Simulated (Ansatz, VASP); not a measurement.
KCl in VASP and in Ansatz

Contents of INCAR:

```
ALGO = Normal
EDIFF = 1E-6
ENCUT = 500
GGA = PE
GGA_COMPAT = False
ISIF = 2
ISMEAR = -1
LASPH = True
LCHARG = True
LELF = True
LREAL = False
LVHAR = True
LWAVE = False
NBANDS = 15
NELM = 120
PREC = Accurate
SIGMA = 0.02
```

The input KPOINTS:

```
k-points
0
Gamma
  7 7 7
```

File POSCAR:

```
KCl
1.0
    3.6096100034      0.0000000000      0.0000000000
    0.0000000000      3.6096100034      0.0000000000
    0.0000000000      0.0000000000      3.6096100034
K Cl
1 1
Direct
    0.0000000000      0.0000000000      0.0000000000
    0.5000000000      0.5000000000      0.5000000000
```

Input for Ansatz:

```yaml
crystal:
  lattice:
    - [3.6096100034, 0.0, 0.0]
    - [0.0, 3.6096100034, 0.0]
    - [0.0, 0.0, 3.6096100034]
  atoms:
    - { symbol: K, position: [0.0, 0.0, 0.0] }
    - { symbol: Cl, position: [0.5, 0.5, 0.5] }
kpoints:
  mp_grid: { grid: [7, 7, 7] }
  band_path:
    path:
      - [0.0, 0.0, 0.0]
      - [0.0, 0.5, 0.0]
      - [0.5, 0.5, 0.0]
      - [0.0, 0.0, 0.0]
      - [0.5, 0.5, 0.5]
      - [0.0, 0.5, 0.0]
      - [0.5, 0.5, 0.5]
      - [0.5, 0.5, 0.0]
    npoints: 5
scf:
  occupations: { method: fermi_dirac, width: 0.02 }
hamiltonian:
  xc: pbe
  pseudopotentials: { kind: all_electron, lapw: { basis_error: 0.0005 } }
output:
  forces: true
  stress: true
  eigenvalues: true
```

Change from the starting cell: volume scaled by 0.98.

Alike in both runs: task single point; functional PBE; k mesh 7 × 7 × 7; occupations fermi-dirac, width 0.02 eV; no spin polarisation.

|  | VASP | Ansatz |
| --- | --- | --- |
| version | VASP 6.6.1 | Ansatz 0.2.0 |
| potentials or method | VASP PAW PBE potentials, release 64 (K_sv, Cl), cutoff 500 eV | all-electron LAPW, scalar-relativistic |

```csv
,VASP,Ansatz,Ansatz less VASP
gap on the k mesh at the Fermi level (eV),5.72,5.73,+0.003
pressure (GPa),5.3,5.3,-0.07
```

Ansatz ran all-electron here, and VASP with PAW potentials.
